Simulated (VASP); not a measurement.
Here is a VASP 6.6.1 calculation.

File INCAR:

```
ALGO = Normal
EDIFF = 1E-6
ENCUT = 520
GGA = PE
ISIF = 2
ISMEAR = -1
LASPH = T
LCHARG = F
LREAL = F
LWAVE = F
NBANDS = 10
NELM = 80
PREC = Accurate
SIGMA = 0.1
```

The input KPOINTS:

```
k-points
0
Gamma
  10 10 10
```

POSCAR

```
K
1.0
    0.0000000000      3.2134815343      3.2134815343
    3.2134815343      0.0000000000      3.2134815343
    3.2134815343      3.2134815343      0.0000000000
K
1
Direct
    0.0000000000      0.0000000000      0.0000000000
```

Potentials or basis: VASP PAW PBE potentials, release 64 (K_sv).

Run with:

```bash
$ cat potpaw_PBE.64/K_sv/POTCAR > POTCAR
$ mpirun -np 1 vasp_std > vasp.out
```

Task: Predict the band gap on the k mesh.

Result: Zero (an odd number of electrons rules out a gap without spin polarisation).

Task: Estimate the pressure.

Result: 0.5 GPa.
